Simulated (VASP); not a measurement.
Set up this calculation in VASP 6.6.1, as the native input.

```
Task                   : single point
Functional             : r2SCAN
Potentials or basis    : VASP PAW PBE potentials, release 64 (Ag)
Cutoff                 : 520 eV
k mesh                 : 16 × 16 × 10
Occupations            : gaussian, width 0.1 eV
Spin                   : no spin polarisation
Dipole correction      : no
Further INCAR settings : ALGO = Normal; EDIFF = 1e-06; NBANDS = 18
```

Crystal: Ag.

```
Ag
1.0
     1.45173   -2.51809    0.00000
     1.45173    2.51809    0.00000
     0.00000    0.00000    4.74397
Ag
2
Direct
  0.66639 0.33361 0.25000
  0.33361 0.66639 0.75000
```

This isn't the form of Ag at room conditions, which is fcc.

One way to write it, as run:

POSCAR

```
Ag
1.0
    1.4517328055     -2.5180911009      0.0000000000
    1.4517328055      2.5180911009      0.0000000000
    0.0000000000      0.0000000000      4.7439734379
Ag
2
Direct
    0.6663921584      0.3336078416      0.2500000000
    0.3336078416      0.6663921584      0.7500000000
```

INCAR.step1

```
SYSTEM = Ag
ALGO = Normal ; EDIFF = 1E-4
ENCUT = 520 ; GGA = PE
ISMEAR = 0 ; LASPH = .TRUE.
LCHARG = .FALSE. ; LREAL = .FALSE.
LWAVE = .TRUE. ; NBANDS = 18
NELM = 60 ; PREC = Accurate
SIGMA = 0.1
```

INCAR.step2

```
SYSTEM = Ag
ALGO = Normal ; EDIFF = 1E-6
ENCUT = 520 ; ISIF = 2
ISMEAR = 0 ; ISTART = 1
LASPH = .TRUE. ; LCHARG = .TRUE.
LELF = .TRUE. ; LMIXTAU = .TRUE.
LREAL = .FALSE. ; LVHAR = .TRUE.
LWAVE = .FALSE. ; METAGGA = R2SCAN
NBANDS = 18 ; NELM = 60
PREC = Accurate ; SIGMA = 0.1
```

KPOINTS

```
k-points
0
G
  16 16 10
  0 0 0
```

Potentials or basis: VASP PAW PBE potentials, release 64 (Ag).

Command:

```sh
$ cat potpaw_PBE.64/Ag/POTCAR > POTCAR
$ cp INCAR.step1 INCAR
$ mpirun -np 1 vasp_std > vasp.out
$ cp INCAR.step2 INCAR
$ mpirun -np 1 vasp_std > vasp.out
```

It gave:

| Item | Value |
| --- | --- |
| Pressure | 0.1 GPa |
| Band gap on the k mesh | zero (bands 11 and 12 overlap by 7.46 eV) |

Caveat: the PAW data sets were made with another functional, which shifts forces and pressure a little.

It took 12 min on 1 thread of Oxide Virtual Turin-like Processor (shared host), peak memory 0.31 GiB.
